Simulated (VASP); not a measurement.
# Ga (P2_1/m) in VASP: notebook

Runs on Ga. Level: r2SCAN. Tasks: single point.

Program: VASP 6.6.1. These are calculated values, not measurements. Logs are shortened: lines on timing, memory, paths and dates and some standing lists are left out, and cuts for length are marked.

## (1) The cell of the first run

Symmetry: P2_1/m, No. 11, monoclinic system. The conventional cell has a = 2.760 Å, b = 3.260 Å, c = 4.182 Å, α = 90.00°, β = 108.61°, γ = 90.00°. Within 3.5 Å of Ga (site symmetry m) lie 10 Ga at 2.69 to 3.26 Å.

## (2) Single point, r2SCAN

Contents of POSCAR:

```
Ga
1.0
    2.7597743949      0.0000000000      0.0000000000
    0.0000000000      3.2595839063      0.0000000000
   -1.3344145108      0.0000000000      3.9634920125
Ga
2
Direct
    0.1345962700      0.7500000000      0.7701668300
    0.8654037300      0.2500000000      0.2298331700
```

Contents of INCAR.step1:

```
ALGO = Normal
EDIFF = 1E-4
ENCUT = 520
GGA = PE
ISMEAR = -1
LASPH = T
LCHARG = F
LREAL = F
LWAVE = T
NBANDS = 20
NELM = 80
PREC = Accurate
SIGMA = 0.05
```

Contents of INCAR.step2:

```
ALGO = Normal
EDIFF = 1E-6
ENCUT = 520
ISIF = 2
ISMEAR = -1
ISTART = 1
LASPH = T
LCHARG = F
LMIXTAU = T
LREAL = F
LWAVE = F
METAGGA = R2SCAN
NBANDS = 20
NELM = 80
PREC = Accurate
SIGMA = 0.05
```

Contents of KPOINTS:

```
k-points
0
Gamma
  10 8 7
```

Potentials or basis: VASP PAW PBE potentials, release 64 (Ga_d).

Run with:

```bash
cat potpaw_PBE.64/Ga_d/POTCAR > POTCAR
cp INCAR.step1 INCAR
mpirun -np 1 vasp_std > vasp.out
cp INCAR.step2 INCAR
mpirun -np 1 vasp_std > vasp.out
```

OUTCAR:

```text
EDIFF = 1E-6
   ENCUT = 520
   ISIF = 2
   ISMEAR = -1
   ISTART = 1
   LASPH = T
   LREAL = F
   METAGGA = R2SCAN
   NELM = 80
   PREC = Accurate

 ion  position               nearest neighbor table
   1  0.135  0.750  0.770-   2 2.69   2 2.69   2 2.80   2 2.80   2 2.82   2 2.82
   2  0.865  0.250  0.230-   1 2.69   1 2.69   1 2.80   1 2.80   1 2.82   1 2.82

  LATTYP: Found a simple monoclinic cell.
 ALAT       =     2.7597743949
 B/A-ratio  =     1.1811052064
 C/A-ratio  =     1.5153762184
 COS(beta)  =    -0.3190778872

  Lattice vectors:

 A1 = (   2.7597743949,   0.0000000000,   0.0000000000)
 A2 = (   0.0000000000,   3.2595839063,   0.0000000000)
 A3 = (  -1.3344145108,   0.0000000000,   3.9634920125)

Analysis of symmetry for initial positions (statically):
=====================================================================
 Subroutine PRICEL returns:
 Original cell was already a primitive cell.

 Routine SETGRP: Setting up the symmetry group for a
 simple monoclinic supercell.

 Subroutine GETGRP returns: Found  4 space group operations
 (whereof  2 operations were pure point group operations)
 out of a pool of  4 trial point group operations.

The static configuration has the point symmetry S_2 .
 The point group associated with its full space group is C_2h.

Analysis of symmetry for dynamics (positions and initial velocities):
=====================================================================
 Subroutine PRICEL returns:
 Original cell was already a primitive cell.

 Routine SETGRP: Setting up the symmetry group for a
 simple monoclinic supercell.

 Subroutine GETGRP returns: Found  4 space group operations
 (whereof  2 operations were pure point group operations)
 out of a pool of  4 trial point group operations.

The dynamic configuration has the point symmetry S_2 .
 The point group associated with its full space group is C_2h.

 Subroutine INISYM returns: Found  4 space group operations
 (whereof  2 operations are pure point group operations),
 and found     1 'primitive' translations

----------------------------------------------------------------------------------------

                                     Primitive cell

  volume of cell :      35.6544

  direct lattice vectors                    reciprocal lattice vectors
     2.759774395  0.000000000  0.000000000     0.362348459  0.000000000  0.121994201
     0.000000000  3.259583906  0.000000000     0.000000000  0.306787623  0.000000000
    -1.334414511  0.000000000  3.963492013     0.000000000  0.000000000  0.252302767

  length of vectors
     2.759774395  3.259583906  4.182096486     0.382333612  0.306787623  0.252302767

  position of ions in fractional coordinates (direct lattice)
     0.134596270  0.750000000  0.770166830
     0.865403730  0.250000000  0.229833170

  ion indices of the primitive-cell ions
   primitive index   ion index
                 1           1
                 2           2

----------------------------------------------------------------------------------------

 KPOINTS: k-points

Automatic generation of k-mesh.
 Grid dimensions read from file:
 generate k-points for:   10    8    7

 Generating k-lattice:

  Cartesian coordinates                     Fractional coordinates (reciprocal lattice)
     0.036234846  0.000000000  0.012199420     0.100000000  0.000000000 -0.000000000
     0.000000000  0.038348453  0.000000000     0.000000000  0.125000000  0.000000000
     0.000000000  0.000000000  0.036043252     0.000000000  0.000000000  0.142857143

  Length of vectors
     0.038233361  0.038348453  0.036043252

  Shift w.r.t. Gamma in fractional coordinates (k-lattice)
     0.000000000  0.000000000  0.000000000

 Subroutine IBZKPT returns following result:
 ===========================================

 Found    180 irreducible k-points:

 Following reciprocal coordinates:
            Coordinates               Weight
  0.000000  0.000000  0.000000      1.000000
  0.100000  0.000000  0.000000      2.000000
  0.200000  0.000000  0.000000      2.000000
  0.300000  0.000000  0.000000      2.000000
  0.400000  0.000000 -0.000000      2.000000
  0.500000  0.000000  0.000000      1.000000
[... 16 lines left out ...]
  0.400000  0.375000 -0.000000      4.000000
  0.500000  0.375000  0.000000      2.000000
 [... further k-points ...]
   k-points           NKPTS =    180   k-points in BZ     NKDIM =    180   number of bands    NBANDS=     20
   number of dos      NEDOS =    301   number of ions     NIONS =      2
   total plane-waves  NPLWV =  18432
   dimension x,y,z NGX =    24 NGY =   24 NGZ =   32
   dimension x,y,z NGXF=    48 NGYF=   48 NGZF=   64
   ions per type =               2
   NGX,Y,Z   is equivalent  to a cutoff of  14.46, 12.24, 12.72 a.u.
   NGXF,Y,Z  is equivalent  to a cutoff of  28.91, 24.48, 25.44 a.u.
 SYSTEM =  unknown system
   PREC   = accura    normal or accurate (medium, high low for compatibility)
   ISTART =      1    job   : 0-new  1-cont  2-samecut
   ICHARG =      0    charge: 1-file 2-atom 10-const
   ISPIN  =      1    spin polarized calculation?
   LNONCOLLINEAR =      F non collinear calculations
   LSORBIT =      F    spin-orbit coupling
   LASPH  =      T    aspherical Exc in radial PAW
   ENCUT  =  520.0 eV  38.22 Ry    6.18 a.u.   5.13  6.06  7.78*2*pi/ulx,y,z
   NELM   =     80;   NELMIN=  2; NELMDL=  0     # of ELM steps
   EDIFF  = 0.1E-05   stopping-criterion for ELM
   LREAL  =      F    real-space projection
   EDIFFG = 0.1E-04   stopping-criterion for IOM
   NSW    =      0    number of steps for IOM
   IBRION =     -1    ionic relax: 0-MD 1-quasi-New 2-CG
   NFREE  =      0    steps in history (QN), initial steepest desc. (CG)
   ISIF   =      2    stress and relaxation
   ISYM   =      2    0-nonsym 1-usesym 2-fastsym
   POTIM  = 0.5000    time-step for ionic-motion
   TEBEG  =    0.0;   TEEND  =   0.0 temperature during run
   PSTRESS=    0.0 pullay stress
   NELECT =      26.0000    total number of electrons
   NUPDOWN=      -1.0000    fix difference up-down
   EMIN   =  10.00;   EMAX   =-10.00  energy-range for DOS
   EFERMI =   0.00;   METHOD = LEGACY
   ISMEAR =    -1;   SIGMA  =   0.05  broadening in eV -4-tet -1-fermi 0-gaus
   EFERMI_NEDOS =   21; number of points for ismear=-14 and -15
   IALGO  =     38    algorithm
   IMIX   =      4    mixing-type and parameters
     AMIX     =   0.40;   BMIX     =  1.00
     AMIX_MAG =   1.60;   BMIX_MAG =  1.00
  volume/ion in A,a.u.               =      17.83       120.30
  Fermi-wavevector in a.u.,A,eV,Ry     =   1.473538  2.784583 29.542528  2.171315
  Thomas-Fermi vector in A             =   2.588419
   LORBIT       =      0    0 simple, 1 ext, 2 COOP (PROOUT), +10 PAW based schemes
   METAGGA = R2SCAN    functional components
   LHFCALC =     F    Hartree Fock is set to
   AEXX    =    0.0000 exact exchange contribution
   IVDW    =     0    specifies the selected vdW correction
   LEPSILON=     F    determine dielectric tensor
   LRPA    =     F    only Hartree local field effects (RPA)
 non-spin polarized calculation
  energy-cutoff  :      520.00
  volume of cell :       35.65
 maximum number of plane-waves:       978
 NGX is ok and might be reduce to    24
   NGX = 11   NGY = 13   NGZ = 15

 number of electron      26.0000015 magnetization

 Free energy of the ion-electron system (eV)
  ---------------------------------------------------
  ext. energy  EPLUGINS =         0.00000000
  ---------------------------------------------------
  free energy    TOTEN  =       -22.73240475 eV

  energy without entropy =      -22.72772531  energy(sigma->0) =      -22.73006503

 E-fermi :   5.9542     XC(G=0): -12.3760

 val. band max:        5.9227107885   @ k =   0.3000   0.1250   0.0000
 cond. band min:       5.9783332914   @ k =   0.1000   0.1250   0.1429
 fundamental gap:      0.0556225029
 Fermi energy:         5.9542157416

 k-point     1 :       0.0000    0.0000    0.0000
  band No.  band energies     occupation
      1      -9.8277      2.00000
      2      -9.8126      2.00000
      3      -9.7523      2.00000
      4      -9.7415      2.00000
      5      -9.4560      2.00000
      6      -9.4554      2.00000
[... 12 lines left out ...]
     19      17.8161      0.00000
     20      19.6945      0.00000

 k-point     2 :       0.1000    0.0000    0.0000
  band No.  band energies     occupation
      1      -9.8093      2.00000
      2      -9.8045      2.00000
      3      -9.7359      2.00000
      4      -9.6958      2.00000
      5      -9.4750      2.00000
      6      -9.4706      2.00000
[... 12 lines left out ...]
     19      18.2819      0.00000
     20      21.0730      0.00000

 k-point     3 :       0.2000    0.0000    0.0000
  band No.  band energies     occupation
      1      -9.7844      2.00000
      2      -9.7704      2.00000
      3      -9.6802      2.00000
      4      -9.6022      2.00000
      5      -9.5258      2.00000
      6      -9.5047      2.00000
[... 12 lines left out ...]
     19      18.5165      0.00000
     20      22.2401      0.00000

 k-point     4 :       0.3000    0.0000    0.0000
  band No.  band energies     occupation
      1      -9.7629      2.00000
      2      -9.7341      2.00000
      3      -9.6364      2.00000
      4      -9.6052      2.00000
      5      -9.5911      2.00000
      6      -9.4646      2.00000
[... 12 lines left out ...]
     19      18.7928      0.00000
     20      20.9197      0.00000

 k-point     5 :       0.4000    0.0000   -0.0000
  band No.  band energies     occupation
      1      -9.7489      2.00000
      2      -9.7325      2.00000
      3      -9.6471      2.00000
      4      -9.6404      2.00000
      5      -9.6134      2.00000
      6      -9.4734      2.00000
[... 12 lines left out ...]
     19      17.7148      0.00000
     20      19.4629      0.00000
[... 353 lines left out ...]
      6      -9.5306      2.00000
[... 12 lines left out ...]
     19      16.4612      0.00000
     20      18.3622      0.00000

 k-point    22 :       0.3000    0.3750    0.0000
  band No.  band energies     occupation
      1      -9.7850      2.00000
      2      -9.7245      2.00000
      3      -9.6732      2.00000
      4      -9.6017      2.00000
      5      -9.5210      2.00000
      6      -9.5065      2.00000
[... 12 lines left out ...]
     19      14.6599      0.00000
     20      16.8716      0.00000

 k-point    23 :       0.4000    0.3750   -0.0000
  band No.  band energies     occupation
      1      -9.8047      2.00000
      2      -9.7270      2.00000
      3      -9.7199      2.00000
      4      -9.6513      2.00000
      5      -9.5189      2.00000
      6      -9.4610      2.00000
[... 12 lines left out ...]
     19      15.1908      0.00000
     20      18.1956      0.00000

 k-point    24 :       0.5000    0.3750    0.0000
  band No.  band energies     occupation
      1      -9.8133      2.00000
      2      -9.7453      2.00000
      3      -9.7076      2.00000
      4      -9.6872      2.00000
      5      -9.5202      2.00000
      6      -9.4367      2.00000
[... 12 lines left out ...]
     19      17.3189      0.00000
     20      17.9180      0.00000

 [... further k-points ...]
[... 5 lines left out ...]
  --------------------------------------------------------------------------------------
  -------------------------------------------------------------------------------------
  Total        0.4381042      0.1047361      0.2636808      0.0000000      0.0000000     -0.0884722
  in kB       19.6867589      4.7064485     11.8488284      0.0000000      0.0000000     -3.9756070
  external PRESSURE =      12.0806786 kB  Pullay stress =       0.0000000 kB

 VOLUME and BASIS-vectors are now :
 -----------------------------------------------------------------------------
  energy-cutoff  :      520.00
  volume of cell :       35.65
      direct lattice vectors                 reciprocal lattice vectors
     2.759774395  0.000000000  0.000000000     0.362348459  0.000000000  0.121994201
     0.000000000  3.259583906  0.000000000     0.000000000  0.306787623  0.000000000
    -1.334414511  0.000000000  3.963492013     0.000000000  0.000000000  0.252302767

 POSITION                                       TOTAL-FORCE (eV/Angst)
 -----------------------------------------------------------------------------------
     -0.65627      2.44469      3.05255        -0.013824      0.000000     -0.066646
      2.08163      0.81490      0.91094         0.013824      0.000000      0.066646
 -----------------------------------------------------------------------------------
    total drift:                               -0.000000     -0.000000      0.000000

  FREE ENERGIE OF THE ION-ELECTRON SYSTEM (eV)
  ---------------------------------------------------
  free  energy   TOTEN  =       -22.7324047478 eV

  energy  without entropy=      -22.7277253056  energy(sigma->0) =      -22.73006503
```

It took 1.8 min on 1 thread of Intel Xeon 6975P-C (Granite Rapids), shared host; peak memory 0.22 GiB.

Results:

- Free energy: -22.7324 eV
- Pressure: 1.2 GPa
- Largest force: 0.068 eV/Å
- Band gap on the k mesh: zero (band 13 reaches 10.35 eV, above the bottom of band 14 at 1.51 eV)

Forces in eV/Å, atoms in the order of the input:
```
Ga  -0.014  0.000 -0.067
Ga   0.014  0.000  0.067
```

Caveat: the PAW data sets were made with another functional, which shifts forces and pressure a little.

## (3) Single point, r2SCAN

This run uses another cell than the first one, of 18.19 Å³/atom, 1.020 times its volume.

Contents of POSCAR:

```
Ga
1.0
    2.7784220849      0.0000000000      0.0000000000
    0.0000000000      3.2816087900      0.0000000000
   -1.3434310986      0.0000000000      3.9902731763
Ga
2
Direct
    0.1345962700      0.7500000000      0.7701668300
    0.8654037300      0.2500000000      0.2298331700
```

Contents of INCAR.step1:

```
PREC     = Accurate       # precision mode
ENCUT    = 520            # plane-wave cutoff, eV
ISMEAR   = -1             # smearing method
SIGMA    = 0.05           # smearing width, eV
LREAL    = False          # projectors in reciprocal space
LASPH    = True           # aspherical terms in the spheres
NELM     = 80             # most SCF steps
NBANDS   = 20             # bands
GGA      = PE             # functional
ALGO     = Normal         # electronic algorithm
EDIFF    = 1E-4           # SCF threshold, eV
LWAVE    = True           # write WAVECAR
LCHARG   = False          # write CHGCAR
```

Contents of INCAR.step2:

```
PREC     = Accurate       # precision mode
ENCUT    = 520            # plane-wave cutoff, eV
EDIFF    = 1E-7           # SCF threshold, eV
ISMEAR   = -1             # smearing method
SIGMA    = 0.05           # smearing width, eV
LREAL    = False          # projectors in reciprocal space
LASPH    = True           # aspherical terms in the spheres
NELM     = 80             # most SCF steps
ALGO     = Normal         # electronic algorithm
ISIF     = 2              # what is computed and relaxed
LWAVE    = False          # write WAVECAR
LCHARG   = True           # write CHGCAR
METAGGA  = R2SCAN         # meta-GGA
LMIXTAU  = True         
LELF     = True           # ELF
LVHAR    = True         
NBANDS   = 20             # bands
ISTART   = 1
```

Contents of KPOINTS:

```
Automatic mesh
0
Gamma
  10 8 7
```

Potentials or basis: VASP PAW PBE potentials, release 64 (Ga_d).

Run with:

```bash
cat potpaw_PBE.64/Ga_d/POTCAR > POTCAR
cp INCAR.step1 INCAR
mpirun -np 1 vasp_std > vasp.out
cp INCAR.step2 INCAR
mpirun -np 1 vasp_std > vasp.out
```

Wall time 2.2 min (1 thread of Intel Xeon 6975P-C (Granite Rapids), shared host); peak memory 0.23 GiB.

Results (log left out):

```
Free energy            : -22.7351 eV
Pressure               : 0.0 GPa
Largest force          : 0.060 eV/Å
Band gap on the k mesh : zero (band 13 reaches 10.10 eV, above the bottom of band 14 at 1.41 eV)
```

Forces in eV/Å, atoms in the order of the input:
```
Ga  -0.013  0.000 -0.058
Ga   0.013  0.000  0.058
```

Stress tensor (GPa, compression positive):
```
 0.67  0.00 -0.39
 0.00 -0.59  0.00
-0.39  0.00  0.03
```

Levels at points of the mesh, in eV from the Fermi level:
```csv
k point,band 10,band 11,band 12,band 13,band 14,band 15,band 16,band 17
"(0.00, 0.00, 0.00)",-15.17,-11.98,-2.29,-1.37,1.87,6.01,9.70,10.88
"(0.50, 0.00, 0.00)",-15.20,-6.58,-5.55,-1.57,0.38,6.48,6.94,9.15
"(0.00, 0.50, 0.00)",-15.23,-8.22,-8.22,1.75,1.75,2.95,2.95,12.17
"(0.50, 0.50, 0.00)",-15.20,-3.06,-3.06,-1.80,-1.80,2.24,2.24,4.93
```

Caveat: the PAW data sets were made with another functional, which shifts forces and pressure a little.
